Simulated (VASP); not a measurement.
# Be2Si in VASP: a series of runs

Be2Si is run at these levels: PBE; tasks: single point, relaxation of the atoms.

Program: VASP 6.6.1. These are calculated values, not measurements. Logs are shortened: lines on timing, memory, paths and dates and some standing lists are left out, and cuts for length are marked.

### 1 The cell of the first run

The structure is cubic, space group Fm-3m (No. 225). Conventional cell: a = 5.280 Å, b = 5.280 Å, c = 5.280 Å, α = 90.00°, β = 90.00°, γ = 90.00°. Si (site symmetry m-3m) has 8 Be at 2.29 Å within 3.0 Å. Within 3.0 Å of Be (site symmetry -43m) lie 4 Si at 2.29 Å and 6 Be at 2.64 Å.

### 2 Single point, PBE

Input file INCAR:

```
SYSTEM = Be2Si
  PREC = Accurate
  ENCUT = 520
  EDIFF = 1E-6
  ISMEAR = -1
  SIGMA = 0.05
  LREAL = .False.
  LASPH = .True.
  NELM = 100
  ALGO = Normal
  ISIF = 2
  LWAVE = .False.
  LCHARG = .False.
  GGA = PE
  NBANDS = 11
```

Input file KPOINTS:

```
Automatic mesh
0
Gamma
  9 9 9
  0 0 0
```

Input file POSCAR:

```
Be2Si
1.0
    0.0000000000      2.6400000000      2.6400000000
    2.6400000000      0.0000000000      2.6400000000
    2.6400000000      2.6400000000      0.0000000000
Si Be
1 2
Direct
    0.0000000000      0.0000000000      0.0000000000
    0.2500000000      0.2500000000      0.2500000000
    0.7500000000      0.7500000000      0.7500000000
```

Potentials or basis: VASP PAW PBE potentials, release 64 (Si, Be).

Run with:

```bash
> cat potpaw_PBE.64/Si/POTCAR potpaw_PBE.64/Be/POTCAR > POTCAR
> mpirun -np 1 vasp_std > vasp.out
```

OUTCAR:

```text
SYSTEM = Be2Si
   PREC = Accurate
   ENCUT = 520
   EDIFF = 1E-6
   ISMEAR = -1
   LREAL = .False.
   LASPH = .True.
   NELM = 100
   ISIF = 2
   GGA = PE

 ion  position               nearest neighbor table
   1  0.000  0.000  0.000-   3 2.29   3 2.29   3 2.29   2 2.29   2 2.29   2 2.29   3 2.29   2 2.29

   2  0.250  0.250  0.250-   1 2.29   1 2.29   1 2.29   1 2.29
   3  0.750  0.750  0.750-   1 2.29   1 2.29   1 2.29   1 2.29

  LATTYP: Found a face centered cubic cell.
 ALAT       =     5.2800000000

  Lattice vectors:

 A1 = (   0.0000000000,   2.6400000000,   2.6400000000)
 A2 = (   2.6400000000,   0.0000000000,   2.6400000000)
 A3 = (   2.6400000000,   2.6400000000,   0.0000000000)

Analysis of symmetry for initial positions (statically):
=====================================================================
 Subroutine PRICEL returns:
 Original cell was already a primitive cell.

 Routine SETGRP: Setting up the symmetry group for a
 face centered cubic supercell.

 Subroutine GETGRP returns: Found 48 space group operations
 (whereof 48 operations were pure point group operations)
 out of a pool of 48 trial point group operations.

The static configuration has the point symmetry O_h .

Analysis of symmetry for dynamics (positions and initial velocities):
=====================================================================
 Subroutine PRICEL returns:
 Original cell was already a primitive cell.

 Routine SETGRP: Setting up the symmetry group for a
 face centered cubic supercell.

 Subroutine GETGRP returns: Found 48 space group operations
 (whereof 48 operations were pure point group operations)
 out of a pool of 48 trial point group operations.

The dynamic configuration has the point symmetry O_h .

 Subroutine INISYM returns: Found 48 space group operations
 (whereof 48 operations are pure point group operations),
 and found     1 'primitive' translations

----------------------------------------------------------------------------------------

                                     Primitive cell

  volume of cell :      36.7995

  direct lattice vectors                    reciprocal lattice vectors
     0.000000000  2.640000000  2.640000000    -0.189393939  0.189393939  0.189393939
     2.640000000  0.000000000  2.640000000     0.189393939 -0.189393939  0.189393939
     2.640000000  2.640000000  0.000000000     0.189393939  0.189393939 -0.189393939

  length of vectors
     3.733523805  3.733523805  3.733523805     0.328039926  0.328039926  0.328039926

  position of ions in fractional coordinates (direct lattice)
     0.000000000  0.000000000  0.000000000
     0.250000000  0.250000000  0.250000000
     0.750000000  0.750000000  0.750000000

  ion indices of the primitive-cell ions
   primitive index   ion index
                 1           1
                 2           2
                 3           3

----------------------------------------------------------------------------------------

 KPOINTS: Automatic mesh

Automatic generation of k-mesh.
 Grid dimensions read from file:
 generate k-points for:    9    9    9

 Generating k-lattice:

  Cartesian coordinates                     Fractional coordinates (reciprocal lattice)
    -0.021043771  0.021043771  0.021043771     0.111111111  0.000000000  0.000000000
     0.021043771 -0.021043771  0.021043771     0.000000000  0.111111111  0.000000000
     0.021043771  0.021043771 -0.021043771     0.000000000  0.000000000  0.111111111

  Length of vectors
     0.036448881  0.036448881  0.036448881

  Shift w.r.t. Gamma in fractional coordinates (k-lattice)
     0.000000000  0.000000000  0.000000000

 Subroutine IBZKPT returns following result:
 ===========================================

 Found     35 irreducible k-points:

 Following reciprocal coordinates:
            Coordinates               Weight
  0.000000  0.000000  0.000000      1.000000
  0.111111  0.000000  0.000000      8.000000
  0.222222  0.000000  0.000000      8.000000
  0.333333  0.000000  0.000000      8.000000
  0.444444  0.000000  0.000000      8.000000
  0.111111  0.111111  0.000000      6.000000
[... 16 lines left out ...]
 -0.333333  0.333333  0.000000     12.000000
  0.444444  0.444444  0.000000      6.000000
 [... further k-points ...]
   k-points           NKPTS =     35   k-points in BZ     NKDIM =     35   number of bands    NBANDS=     11
   number of dos      NEDOS =    301   number of ions     NIONS =      3
   total plane-waves  NPLWV =  21952
   dimension x,y,z NGX =    28 NGY =   28 NGZ =   28
   dimension x,y,z NGXF=    56 NGYF=   56 NGZF=   56
   ions per type =               1   2
   NGX,Y,Z   is equivalent  to a cutoff of  12.47, 12.47, 12.47 a.u.
   NGXF,Y,Z  is equivalent  to a cutoff of  24.94, 24.94, 24.94 a.u.
 SYSTEM =  Be2Si
   PREC   = accura    normal or accurate (medium, high low for compatibility)
   ISTART =      0    job   : 0-new  1-cont  2-samecut
   ICHARG =      2    charge: 1-file 2-atom 10-const
   ISPIN  =      1    spin polarized calculation?
   LNONCOLLINEAR =      F non collinear calculations
   LSORBIT =      F    spin-orbit coupling
   LASPH  =      T    aspherical Exc in radial PAW
   ENCUT  =  520.0 eV  38.22 Ry    6.18 a.u.   6.94  6.94  6.94*2*pi/ulx,y,z
   NELM   =    100;   NELMIN=  2; NELMDL= -5     # of ELM steps
   EDIFF  = 0.1E-05   stopping-criterion for ELM
   LREAL  =      F    real-space projection
   EDIFFG = 0.1E-04   stopping-criterion for IOM
   NSW    =      0    number of steps for IOM
   IBRION =     -1    ionic relax: 0-MD 1-quasi-New 2-CG
   NFREE  =      0    steps in history (QN), initial steepest desc. (CG)
   ISIF   =      2    stress and relaxation
   ISYM   =      2    0-nonsym 1-usesym 2-fastsym
   POTIM  = 0.5000    time-step for ionic-motion
   TEBEG  =    0.0;   TEEND  =   0.0 temperature during run
   PSTRESS=    0.0 pullay stress
   NELECT =       8.0000    total number of electrons
   NUPDOWN=      -1.0000    fix difference up-down
   EMIN   =  10.00;   EMAX   =-10.00  energy-range for DOS
   EFERMI =   0.00;   METHOD = LEGACY
   ISMEAR =    -1;   SIGMA  =   0.05  broadening in eV -4-tet -1-fermi 0-gaus
   EFERMI_NEDOS =   21; number of points for ismear=-14 and -15
   IALGO  =     38    algorithm
   IMIX   =      4    mixing-type and parameters
     AMIX     =   0.40;   BMIX     =  1.00
     AMIX_MAG =   1.60;   BMIX_MAG =  1.00
  volume/ion in A,a.u.               =      12.27        82.78
  Fermi-wavevector in a.u.,A,eV,Ry     =   0.984368  1.860186 13.183783  0.968981
  Thomas-Fermi vector in A             =   2.115596
   LORBIT       =      0    0 simple, 1 ext, 2 COOP (PROOUT), +10 PAW based schemes
   GGA     = PE    functional components
   LHFCALC =     F    Hartree Fock is set to
   AEXX    =    0.0000 exact exchange contribution
   IVDW    =     0    specifies the selected vdW correction
   LEPSILON=     F    determine dielectric tensor
   LRPA    =     F    only Hartree local field effects (RPA)
 non-spin polarized calculation
  energy-cutoff  :      520.00
  volume of cell :       36.80
 maximum number of plane-waves:      1002
   NGX = 13   NGY = 13   NGZ = 13

 number of electron       8.0000000 magnetization

 Free energy of the ion-electron system (eV)
  ---------------------------------------------------
  ext. energy  EPLUGINS =         0.00000000
  ---------------------------------------------------
  free energy    TOTEN  =       -12.24596039 eV

  energy without entropy =      -12.24322310  energy(sigma->0) =      -12.24459174

 E-fermi :   6.6714     XC(G=0):  -9.9643

 val. band max:        6.5997519328   @ k =   0.3333   0.3333   0.0000
 cond. band min:       6.7164675648   @ k =  -0.4444   0.4444   0.0000
 fundamental gap:      0.1167156320
 Fermi energy:         6.6713807048

 k-point     1 :       0.0000    0.0000    0.0000
  band No.  band energies     occupation
      1      -5.3604      2.00000
      2       7.0912      0.00045
      3       7.0912      0.00045
      4       7.0912      0.00045
      5       7.4998      0.00000
      6       7.4998      0.00000
      7       7.4998      0.00000
      8      12.7680      0.00000
      9      14.0629      0.00000
     10      14.1372      0.00000
     11      14.1372      0.00000

 k-point     2 :       0.1111    0.0000    0.0000
  band No.  band energies     occupation
      1      -5.2000      2.00000
      2       5.2144      2.00000
      3       6.4506      1.97611
      4       6.4506      1.97611
      5       8.1932      0.00000
      6       8.1932      0.00000
      7       8.6626      0.00000
      8      13.0437      0.00000
      9      13.0437      0.00000
     10      13.0543      0.00000
     11      14.1910      0.00000

 k-point     3 :       0.2222    0.0000    0.0000
  band No.  band energies     occupation
      1      -4.7258      2.00000
      2       3.0381      2.00000
      3       5.8593      2.00000
      4       5.8593      2.00000
      5       8.5963      0.00000
      6       8.5963      0.00000
      7       9.1332      0.00000
      8      12.7914      0.00000
      9      12.7914      0.00000
     10      13.1932      0.00000
     11      14.7441      0.00000

 k-point     4 :       0.3333    0.0000    0.0000
  band No.  band energies     occupation
      1      -3.9727      2.00000
      2       1.0695      2.00000
      3       5.5012      2.00000
      4       5.5012      2.00000
      5       8.3143      0.00000
      6       8.3143      0.00000
      7       9.2214      0.00000
      8      13.0952      0.00000
      9      13.9881      0.00000
     10      13.9881      0.00000
     11      15.7865      0.00000

 k-point     5 :       0.4444    0.0000    0.0000
  band No.  band energies     occupation
      1      -3.1275      2.00000
      2      -0.4006      2.00000
      3       5.3456      2.00000
      4       5.3456      2.00000
      5       7.9851      0.00000
      6       7.9851      0.00000
      7       9.2200      0.00000
      8      13.0065      0.00000
      9      16.0181      0.00000
     10      16.0181      0.00000
     11      17.1506      0.00000
[... 211 lines left out ...]
 k-point    21 :       0.4444    0.3333    0.0000
  band No.  band energies     occupation
      1      -2.8098      2.00000
      2       1.3786      2.00000
      3       2.5154      2.00000
      4       3.1431      2.00000
      5       6.8236      0.09097
      6       8.0999      0.00000
      7      12.9518      0.00000
      8      13.3030      0.00000
      9      16.7625      0.00000
     10      17.9349      0.00000
     11      18.3693      0.00000

 k-point    22 :      -0.4444    0.3333    0.0000
  band No.  band energies     occupation
      1      -2.1263      2.00000
      2       0.5922      2.00000
      3       1.4873      2.00000
      4       3.3042      2.00000
      5       7.0356      0.00137
      6       9.8591      0.00000
      7      12.3354      0.00000
      8      13.3834      0.00000
      9      15.9328      0.00000
     10      16.5612      0.00000
     11      16.6211      0.00000

 k-point    23 :      -0.3333    0.3333    0.0000
  band No.  band energies     occupation
      1      -2.1897      2.00000
      2       0.6485      2.00000
      3       1.0750      2.00000
      4       3.7963      2.00000
      5       7.3987      0.00000
      6      11.3120      0.00000
      7      12.2484      0.00000
      8      13.0680      0.00000
      9      14.1375      0.00000
     10      14.7559      0.00000
     11      16.1673      0.00000

 k-point    24 :       0.4444    0.4444    0.0000
  band No.  band energies     occupation
      1      -2.3050      2.00000
      2       0.6269      2.00000
      3       2.8565      2.00000
      4       2.8565      2.00000
      5       6.4806      1.95689
      6       7.1242      0.00023
      7      14.1681      0.00000
      8      14.1681      0.00000
      9      17.4613      0.00000
     10      18.6312      0.00000
     11      18.6364      0.00000

 [... further k-points ...]
[... 5 lines left out ...]
  --------------------------------------------------------------------------------------
  -------------------------------------------------------------------------------------
  Total        0.0529299      0.0529299      0.0529299      0.0000000     -0.0000000      0.0000000
  in kB        2.3044653      2.3044653      2.3044653      0.0000000     -0.0000000      0.0000000
  external PRESSURE =       2.3044653 kB  Pullay stress =       0.0000000 kB

 VOLUME and BASIS-vectors are now :
 -----------------------------------------------------------------------------
  energy-cutoff  :      520.00
  volume of cell :       36.80
      direct lattice vectors                 reciprocal lattice vectors
     0.000000000  2.640000000  2.640000000    -0.189393939  0.189393939  0.189393939
     2.640000000  0.000000000  2.640000000     0.189393939 -0.189393939  0.189393939
     2.640000000  2.640000000  0.000000000     0.189393939  0.189393939 -0.189393939

 POSITION                                       TOTAL-FORCE (eV/Angst)
 -----------------------------------------------------------------------------------
      0.00000      0.00000      0.00000        -0.000000      0.000000     -0.000000
      1.32000      1.32000      1.32000         0.000000      0.000000      0.000000
      3.96000      3.96000      3.96000        -0.000000     -0.000000     -0.000000
 -----------------------------------------------------------------------------------
    total drift:                                0.000000      0.000000     -0.000000

  FREE ENERGIE OF THE ION-ELECTRON SYSTEM (eV)
  ---------------------------------------------------
  free  energy   TOTEN  =       -12.2459603881 eV

  energy  without entropy=      -12.2432230963  energy(sigma->0) =      -12.24459174
```

Wall time 21 s (1 thread of Intel Xeon 8259CL, shared host); peak memory 0.15 GiB.

What came out:

```yaml
Free_energy: -12.2460 eV
Pressure: 0.2 GPa
Band_gap_on_the_k_mesh: zero (band 4 reaches 7.09 eV, above the bottom of band 5 at 6.48 eV)
```

[end of part 1 of 2]
